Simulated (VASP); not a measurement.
# Pb (P6_3/mmc) in VASP: a series of runs

Pb is run at these levels: r2SCAN; tasks: single point.

Everything below comes from runs of VASP 6.6.1. Logs are shortened: lines on timing, memory, paths and dates and some standing lists are left out, and cuts for length are marked.

### Step 1. The cell of the first run

The structure is hexagonal, space group P6_3/mmc (No. 194). Conventional cell: a = 3.524 Å, b = 3.524 Å, c = 11.495 Å, α = 90.00°, β = 90.00°, γ = 120.00°. Pb (site symmetry -6m2) has 12 Pb at 3.52 Å within 4.6 Å. Within 4.6 Å of Pb (site symmetry -3m) lie 12 Pb at 3.52 Å.

This isn't the form of Pb at room conditions, which is fcc.

### Step 2. Single point, r2SCAN

POSCAR

```
Pb
1.0
    3.5243661423      0.0000000000      0.0000000000
   -1.7621830712      3.0521906115      0.0000000000
    0.0000000000      0.0000000000     11.4952418100
Pb
4
Direct
    0.6666666667      0.3333333333      0.7500000000
    0.0000000000      0.0000000000      0.5000000000
    0.3333333333      0.6666666667      0.2500000000
    0.0000000000      0.0000000000      0.0000000000
```

INCAR.step1

```
PREC = Accurate
ENCUT = 520
ISMEAR = -1
SIGMA = 0.05
LREAL = False
LASPH = True
NELM = 100
NBANDS = 36
GGA = PE
ALGO = Normal
EDIFF = 1E-4
LWAVE = True
LCHARG = False
```

INCAR.step2

```
PREC = Accurate
ENCUT = 520
EDIFF = 1E-6
ISMEAR = -1
SIGMA = 0.05
LREAL = False
LASPH = True
NELM = 100
ALGO = Normal
ISIF = 2
LWAVE = False
LCHARG = False
METAGGA = R2SCAN
LMIXTAU = True
NBANDS = 36
ISTART = 1
```

KPOINTS

```
Automatic mesh
0
Gamma
  9 9 3
```

Potentials or basis: VASP PAW PBE potentials, release 64 (Pb_d).

Command:

```sh
$ cat potpaw_PBE.64/Pb_d/POTCAR > POTCAR
$ cp INCAR.step1 INCAR
$ mpirun -np 1 vasp_std > vasp.out
$ cp INCAR.step2 INCAR
$ mpirun -np 1 vasp_std > vasp.out
```

OUTCAR:

```text
PREC = Accurate
   ENCUT = 520
   EDIFF = 1E-6
   ISMEAR = -1
   LREAL = False
   LASPH = True
   NELM = 100
   ISIF = 2
   METAGGA = R2SCAN
   ISTART = 1

 ion  position               nearest neighbor table
   1  0.667  0.333  0.750-   2 3.52   4 3.52   2 3.52   4 3.52   2 3.52   4 3.52
   2  0.000  0.000  0.500-   1 3.52   3 3.52   1 3.52   3 3.52   1 3.52   3 3.52
   3  0.333  0.667  0.250-   2 3.52   4 3.52   2 3.52   4 3.52   2 3.52   4 3.52
   4  0.000  0.000  0.000-   1 3.52   3 3.52   1 3.52   3 3.52   1 3.52   3 3.52

  LATTYP: Found a hexagonal cell.
 ALAT       =     3.5243661423
 C/A-ratio  =     3.2616480087

  Lattice vectors:

 A1 = (   3.5243661423,   0.0000000000,   0.0000000000)
 A2 = (  -1.7621830712,   3.0521906115,   0.0000000000)
 A3 = (   0.0000000000,   0.0000000000,  11.4952418100)

Analysis of symmetry for initial positions (statically):
=====================================================================
 Subroutine PRICEL returns:
 Original cell was already a primitive cell.

 Routine SETGRP: Setting up the symmetry group for a
 hexagonal supercell.

 Subroutine GETGRP returns: Found 24 space group operations
 (whereof 12 operations were pure point group operations)
 out of a pool of 24 trial point group operations.

The static configuration has the point symmetry D_3d.
 The point group associated with its full space group is D_6h.

Analysis of symmetry for dynamics (positions and initial velocities):
=====================================================================
 Subroutine PRICEL returns:
 Original cell was already a primitive cell.

 Routine SETGRP: Setting up the symmetry group for a
 hexagonal supercell.

 Subroutine GETGRP returns: Found 24 space group operations
 (whereof 12 operations were pure point group operations)
 out of a pool of 24 trial point group operations.

The dynamic configuration has the point symmetry D_3d.
 The point group associated with its full space group is D_6h.

 Subroutine INISYM returns: Found 24 space group operations
 (whereof 12 operations are pure point group operations),
 and found     1 'primitive' translations

----------------------------------------------------------------------------------------

                                     Primitive cell

  volume of cell :     123.6547

  direct lattice vectors                    reciprocal lattice vectors
     3.524366142  0.000000000  0.000000000     0.283738965  0.163816768  0.000000000
    -1.762183071  3.052190611  0.000000000     0.000000000  0.327633535  0.000000000
     0.000000000  0.000000000 11.495241810     0.000000000  0.000000000  0.086992515

  length of vectors
     3.524366142  3.524366142 11.495241810     0.327633535  0.327633535  0.086992515

  position of ions in fractional coordinates (direct lattice)
     0.666666667  0.333333333  0.750000000
     0.000000000  0.000000000  0.500000000
     0.333333333  0.666666667  0.250000000
     0.000000000  0.000000000  0.000000000

  ion indices of the primitive-cell ions
   primitive index   ion index
                 1           1
                 2           2
                 3           3
                 4           4

----------------------------------------------------------------------------------------

 KPOINTS: Automatic mesh

Automatic generation of k-mesh.
 Grid dimensions read from file:
 generate k-points for:    9    9    3

 Generating k-lattice:

  Cartesian coordinates                     Fractional coordinates (reciprocal lattice)
     0.031526552  0.018201863  0.000000000     0.111111111  0.000000000  0.000000000
     0.000000000  0.036403726  0.000000000     0.000000000  0.111111111  0.000000000
     0.000000000  0.000000000  0.028997505     0.000000000  0.000000000  0.333333333

  Length of vectors
     0.036403726  0.036403726  0.028997505

  Shift w.r.t. Gamma in fractional coordinates (k-lattice)
     0.000000000  0.000000000  0.000000000

 Subroutine IBZKPT returns following result:
 ===========================================

 Found     24 irreducible k-points:

 Following reciprocal coordinates:
            Coordinates               Weight
  0.000000  0.000000  0.000000      1.000000
  0.111111  0.000000  0.000000      6.000000
  0.222222  0.000000  0.000000      6.000000
  0.333333  0.000000  0.000000      6.000000
  0.444444  0.000000  0.000000      6.000000
  0.111111  0.111111  0.000000      6.000000
[... 16 lines left out ...]
  0.333333  0.222222  0.333333     24.000000
  0.333333  0.333333  0.333333      4.000000
   k-points           NKPTS =     24   k-points in BZ     NKDIM =     24   number of bands    NBANDS=     36
   number of dos      NEDOS =    301   number of ions     NIONS =      4
   total plane-waves  NPLWV =  70560
   dimension x,y,z NGX =    28 NGY =   28 NGZ =   90
   dimension x,y,z NGXF=    56 NGYF=   56 NGZF=  180
   ions per type =               4
   NGX,Y,Z   is equivalent  to a cutoff of  13.21, 13.21, 13.02 a.u.
   NGXF,Y,Z  is equivalent  to a cutoff of  26.42, 26.42, 26.03 a.u.
 SYSTEM =  unknown system
   PREC   = accura    normal or accurate (medium, high low for compatibility)
   ISTART =      1    job   : 0-new  1-cont  2-samecut
   ICHARG =      0    charge: 1-file 2-atom 10-const
   ISPIN  =      1    spin polarized calculation?
   LNONCOLLINEAR =      F non collinear calculations
   LSORBIT =      F    spin-orbit coupling
   LASPH  =      T    aspherical Exc in radial PAW
   ENCUT  =  520.0 eV  38.22 Ry    6.18 a.u.   6.55  6.55 21.37*2*pi/ulx,y,z
   NELM   =    100;   NELMIN=  2; NELMDL=  0     # of ELM steps
   EDIFF  = 0.1E-05   stopping-criterion for ELM
   LREAL  =      F    real-space projection
   EDIFFG = 0.1E-04   stopping-criterion for IOM
   NSW    =      0    number of steps for IOM
   IBRION =     -1    ionic relax: 0-MD 1-quasi-New 2-CG
   NFREE  =      0    steps in history (QN), initial steepest desc. (CG)
   ISIF   =      2    stress and relaxation
   ISYM   =      2    0-nonsym 1-usesym 2-fastsym
   POTIM  = 0.5000    time-step for ionic-motion
   TEBEG  =    0.0;   TEEND  =   0.0 temperature during run
   PSTRESS=    0.0 pullay stress
   NELECT =      56.0000    total number of electrons
   NUPDOWN=      -1.0000    fix difference up-down
   EMIN   =  10.00;   EMAX   =-10.00  energy-range for DOS
   EFERMI =   0.00;   METHOD = LEGACY
   ISMEAR =    -1;   SIGMA  =   0.05  broadening in eV -4-tet -1-fermi 0-gaus
   EFERMI_NEDOS =   21; number of points for ismear=-14 and -15
   IALGO  =     38    algorithm
   IMIX   =      4    mixing-type and parameters
     AMIX     =   0.40;   BMIX     =  1.00
     AMIX_MAG =   1.60;   BMIX_MAG =  1.00
  volume/ion in A,a.u.               =      30.91       208.62
  Fermi-wavevector in a.u.,A,eV,Ry     =   1.257189  2.375743 21.504338  1.580524
  Thomas-Fermi vector in A             =   2.390860
   LORBIT       =      0    0 simple, 1 ext, 2 COOP (PROOUT), +10 PAW based schemes
   METAGGA = R2SCAN    functional components
   LHFCALC =     F    Hartree Fock is set to
   AEXX    =    0.0000 exact exchange contribution
   IVDW    =     0    specifies the selected vdW correction
   LEPSILON=     F    determine dielectric tensor
   LRPA    =     F    only Hartree local field effects (RPA)
 non-spin polarized calculation
  energy-cutoff  :      520.00
  volume of cell :      123.65
 maximum number of plane-waves:      3379
 NGX is ok and might be reduce to    28
   NGX = 13   NGY = 13   NGZ = 43

 number of electron      56.0000006 magnetization

 Free energy of the ion-electron system (eV)
  ---------------------------------------------------
  ext. energy  EPLUGINS =         0.00000000
  ---------------------------------------------------
  free energy    TOTEN  =      -225.13987111 eV

  energy without entropy =     -225.13107396  energy(sigma->0) =     -225.13547253

 E-fermi :   6.9940     XC(G=0): -10.8236

 val. band max:        6.9467393961   @ k =   0.3333   0.0000   0.3333
 cond. band min:       7.1813866068   @ k =   0.4444   0.1111   0.0000
 fundamental gap:      0.2346472107
 Fermi energy:         6.9940355983

 k-point     1 :       0.0000    0.0000    0.0000
  band No.  band energies     occupation
      1     -10.7519      2.00000
      2     -10.7416      2.00000
      3     -10.7208      2.00000
      4     -10.7208      2.00000
      5     -10.7011      2.00000
      6     -10.7011      2.00000
[... 28 lines left out ...]
     35      14.5341      0.00000
     36      14.6538      0.00000

 k-point     2 :       0.1111    0.0000    0.0000
  band No.  band energies     occupation
      1     -10.7467      2.00000
      2     -10.7426      2.00000
      3     -10.7166      2.00000
      4     -10.7110      2.00000
      5     -10.6993      2.00000
      6     -10.6935      2.00000
[... 28 lines left out ...]
     35      14.3776      0.00000
     36      14.6453      0.00000

 k-point     3 :       0.2222    0.0000    0.0000
  band No.  band energies     occupation
      1     -10.7839      2.00000
      2     -10.7628      2.00000
      3     -10.7306      2.00000
      4     -10.7060      2.00000
      5     -10.6859      2.00000
      6     -10.6657      2.00000
[... 28 lines left out ...]
     35      13.2541      0.00000
     36      14.0827      0.00000
[... 742 lines left out ...]
 k-point    23 :       0.3333    0.2222    0.3333
  band No.  band energies     occupation
      1     -10.7765      2.00000
      2     -10.7686      2.00000
      3     -10.7264      2.00000
      4     -10.7186      2.00000
      5     -10.6983      2.00000
      6     -10.6916      2.00000
[... 28 lines left out ...]
     35      10.7386      0.00000
     36      11.3543      0.00000

 k-point    24 :       0.3333    0.3333    0.3333
  band No.  band energies     occupation
      1     -10.7679      2.00000
      2     -10.7679      2.00000
      3     -10.7369      2.00000
      4     -10.7012      2.00000
      5     -10.6564      2.00000
      6     -10.6564      2.00000
[... 28 lines left out ...]
     35      10.1159      0.00000
     36      10.9688      0.00000

------------------------ aborting loop because EDIFF is reached ----------------------------------------

  FORCE on cell =-STRESS in cart. coord.  units (eV):
  Direction    XX          YY          ZZ          XY          YZ          ZX
  --------------------------------------------------------------------------------------
  -------------------------------------------------------------------------------------
  Total       -0.0589690     -0.0589690      0.3658499      0.0000000     -0.0000000      0.0000000
  in kB       -0.7640535     -0.7640535      4.7402666      0.0000000     -0.0000000      0.0000000
  external PRESSURE =       1.0707199 kB  Pullay stress =       0.0000000 kB

 VOLUME and BASIS-vectors are now :
 -----------------------------------------------------------------------------
  energy-cutoff  :      520.00
  volume of cell :      123.65
      direct lattice vectors                 reciprocal lattice vectors
     3.524366142  0.000000000  0.000000000     0.283738965  0.163816768  0.000000000
    -1.762183071  3.052190611  0.000000000     0.000000000  0.327633535  0.000000000
     0.000000000  0.000000000 11.495241810     0.000000000  0.000000000  0.086992515

 POSITION                                       TOTAL-FORCE (eV/Angst)
 -----------------------------------------------------------------------------------
      1.76218      1.01740      8.62143        -0.000000      0.000000      0.000000
      0.00000      0.00000      5.74762         0.000000      0.000000     -0.000000
     -0.00000      2.03479      2.87381         0.000000     -0.000000      0.000000
      0.00000      0.00000      0.00000         0.000000      0.000000     -0.000000
 -----------------------------------------------------------------------------------
    total drift:                                0.000000     -0.000000      0.000000

  FREE ENERGIE OF THE ION-ELECTRON SYSTEM (eV)
  ---------------------------------------------------
  free  energy   TOTEN  =      -225.1398711100 eV

  energy  without entropy=     -225.1310739556  energy(sigma->0) =     -225.13547253
```

It took 6 min on 1 thread of AMD EPYC 7R13, shared host; peak memory 0.31 GiB.

What came out:

```yaml
Free_energy: -225.1399 eV
Pressure: 0.1 GPa
Band_gap_on_the_k_mesh: zero (bands 28 and 29 overlap by 7.90 eV)
```

Stress tensor (GPa, compression positive):
```
-0.08  0.00  0.00
 0.00 -0.08  0.00
 0.00  0.00  0.47
```

Levels at points of the mesh, in eV from the Fermi level:
| k point | band 26 | band 27 | band 28 | band 29 | band 30 | band 31 |
| --- | --- | --- | --- | --- | --- | --- |
| (0.00, 0.00, 0.00) | 0.82 | 0.82 | 5.68 | 5.68 | 6.48 | 6.48 |

Caveat: the PAW data sets were made with another functional, which shifts forces and pressure a little; spin-orbit coupling is left out, which moves the levels of the heavy elements.

[end of part 1 of 2]

The gap in the log of VASP goes by the Fermi energy; the results here count the filled bands.